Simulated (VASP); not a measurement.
Set up this calculation in VASP 6.6.1, as the native input.

```
Task                   : single point
Functional             : r2SCAN
Potentials or basis    : VASP PAW PBE potentials, release 64 (Sr_sv, O)
Cutoff                 : 520 eV
k mesh                 : 6 × 6 × 4
Occupations            : gaussian, width 0.01 eV
Spin                   : no spin polarisation
Dipole correction      : no
Further INCAR settings : ALGO = Normal; EDIFF = 1e-06; NBANDS = 24
```

SrO:

```xyz
4
Lattice="4.3123 0.0000 0.0000 -2.1562 3.7346 0.0000 0.0000 0.0000 5.1954" Properties=species:S:1:pos:R:3 pbc="T T T"
Sr    0.0000    2.4897    1.2988
Sr    2.1562    1.2449    3.8965
O     2.1562    1.2449    1.2988
O     0.0000    2.4897    3.8965
```

This cell differs from its parent crystal: volume changed by +3%.

The input as run:

POSCAR

```
SrO
1.0
    4.3123055024      0.0000000000      0.0000000000
   -2.1561527512      3.7345661140      0.0000000000
    0.0000000000      0.0000000000      5.1953955101
Sr O
2 2
Direct
    0.3333333333      0.6666666667      0.2500000000
    0.6666666667      0.3333333333      0.7500000000
    0.6666666667      0.3333333333      0.2500000000
    0.3333333333      0.6666666667      0.7500000000
```

INCAR.step1

```
ALGO     = Normal         # electronic algorithm
EDIFF    = 1E-4           # SCF threshold, eV
ENCUT    = 520            # plane-wave cutoff, eV
GGA      = PE             # functional
ISMEAR   = 0              # smearing method
LASPH    = T              # aspherical terms in the spheres
LCHARG   = F              # write CHGCAR
LREAL    = F              # projectors in reciprocal space
LWAVE    = T              # write WAVECAR
NBANDS   = 24             # bands
NELM     = 100            # most SCF steps
PREC     = Accurate       # precision mode
SIGMA    = 0.01           # smearing width, eV
```

INCAR.step2

```
ALGO     = Normal         # electronic algorithm
EDIFF    = 1E-6           # SCF threshold, eV
ENCUT    = 520            # plane-wave cutoff, eV
ISIF     = 2              # what is computed and relaxed
ISMEAR   = 0              # smearing method
ISTART   = 1            
LASPH    = T              # aspherical terms in the spheres
LCHARG   = F              # write CHGCAR
LMIXTAU  = T            
LREAL    = F              # projectors in reciprocal space
LWAVE    = F              # write WAVECAR
METAGGA  = R2SCAN         # meta-GGA
NBANDS   = 24             # bands
NELM     = 100            # most SCF steps
PREC     = Accurate       # precision mode
SIGMA    = 0.01           # smearing width, eV
```

KPOINTS

```
k-points
0
Gamma
  6 6 4
```

Potentials or basis: VASP PAW PBE potentials, release 64 (Sr_sv, O).

Command:

```bash
$ cat potpaw_PBE.64/Sr_sv/POTCAR potpaw_PBE.64/O/POTCAR > POTCAR
$ cp INCAR.step1 INCAR
$ mpirun -np 1 vasp_std > vasp.out
$ cp INCAR.step2 INCAR
$ mpirun -np 1 vasp_std > vasp.out
```

Results of the run:

```
Pressure               : -1.7 GPa
Band gap on the k mesh : 2.93 eV, direct
```

Caveat: the PAW data sets were made with another functional, which shifts forces and pressure a little.

Wall time 100 s on 1 thread of Intel(R) Xeon(R) Platinum 8259CL CPU @ 2.50GHz (Skylake/Cascade Lake), on a shared host, peak memory 0.22 GiB.
